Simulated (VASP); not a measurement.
## Ti12C13: relaxation of the atoms with PBE

System: Ti12C13, a slab with vacuum.

```
Ti C
1.0
     6.12768    0.00000    0.00000
     0.00000    6.12768    0.00000
     0.00000    0.00000   19.81115
Ti C
12 13
Direct
  0.25000 0.25000 0.20191
  0.25000 0.75000 0.20191
  0.75000 0.25000 0.20191
  0.75000 0.75000 0.20191
  0.00000 0.00000 0.30898
  0.00000 0.50000 0.30898
  0.50000 0.00000 0.30898
  0.50000 0.50000 0.30898
  0.25000 0.25000 0.41406
  0.25000 0.75000 0.41406
  0.75000 0.25000 0.41406
  0.75000 0.75000 0.41406
  0.00000 0.00000 0.20191
  0.00000 0.50000 0.20191
  0.50000 0.00000 0.20191
  0.50000 0.50000 0.20191
  0.25000 0.25000 0.30839
  0.25000 0.75000 0.30839
  0.75000 0.25000 0.30839
  0.75000 0.75000 0.30839
  0.00000 0.00000 0.41952
  0.00000 0.50000 0.41952
  0.50000 0.00000 0.41952
  0.50000 0.50000 0.41952
  0.00000 0.00000 0.49624
```

```
Program                             : VASP 6.6.1
Task                                : relaxation of the atoms
Functional                          : PBE
Potentials or basis                 : VASP PAW PBE potentials, release 64 (Ti_sv, C)
Cutoff                              : 520 eV
k mesh                              : 5 × 5 × 1
Occupations                         : gaussian, width 0.1 eV
Spin                                : no spin polarisation
Dipole correction                   : yes
Atoms held fixed (from 0)           : [0, 1, 2, 3, 4, 5, 6, 7, 8, 9, 10, 11, 12, 13, 14, 15, 16, 17, 18, 19, 20, 21, 22, 23]
Further INCAR settings              : ALGO = Normal; EDIFF = 1e-07; NELMDL = -8; IBRION = 2; EDIFFG = -0.025; NSW = 36
Atoms held along some axes (from 0) : atom 24 along a and b
```

The energy gained by relaxing is 29.4 meV/atom and the ionic steps are 4. The band gap on the k mesh is zero (bands 98 and 99 overlap by 0.08 eV).

Step by step:
| step | energy change (eV) | largest force on free atoms (eV/Å) | pressure (GPa) |
| --- | --- | --- | --- |
| 1 | 0.0000 | 5.5208 | -2.41 |
| 2 | -0.6469 | 3.4318 | -1.33 |
| 3 | -0.7357 | 0.2036 | -1.70 |
| 4 | -0.7361 | 0.0068 | -1.67 |

Final structure:
```
CELL_PARAMETERS angstrom
6.12768 0.00000 0.00000
0.00000 6.12768 0.00000
0.00000 0.00000 19.81115
ATOMIC_POSITIONS crystal
Ti 0.25000 0.25000 0.20191
Ti 0.25000 0.75000 0.20191
Ti 0.75000 0.25000 0.20191
Ti 0.75000 0.75000 0.20191
Ti 0.00000 0.00000 0.30898
Ti 0.00000 0.50000 0.30898
Ti 0.50000 0.00000 0.30898
Ti 0.50000 0.50000 0.30898
Ti 0.25000 0.25000 0.41406
Ti 0.25000 0.75000 0.41406
Ti 0.75000 0.25000 0.41406
Ti 0.75000 0.75000 0.41406
C 0.00000 0.00000 0.20191
C 0.00000 0.50000 0.20191
C 0.50000 0.00000 0.20191
C 0.50000 0.50000 0.20191
C 0.25000 0.25000 0.30839
C 0.25000 0.75000 0.30839
C 0.75000 0.25000 0.30839
C 0.75000 0.75000 0.30839
C 0.00000 0.00000 0.41952
C 0.00000 0.50000 0.41952
C 0.50000 0.00000 0.41952
C 0.50000 0.50000 0.41952
C 0.00000 0.00000 0.48558
```

Levels at points of the mesh, in eV from the Fermi level:
| k point | band 94 | band 95 | band 96 | band 97 | band 98 | band 99 | band 100 | band 101 | band 102 | band 103 |
| --- | --- | --- | --- | --- | --- | --- | --- | --- | --- | --- |
| (0.00, 0.00, 0.00) | -0.50 | -0.38 | -0.38 | -0.09 | -0.09 | 0.05 | 0.36 | 0.43 | 0.43 | 1.25 |

Run time: 22 min on 4 MPI ranks on Intel(R) Xeon(R) 6975P-C (Granite Rapids), on a shared host, peak memory 1 GiB a rank.
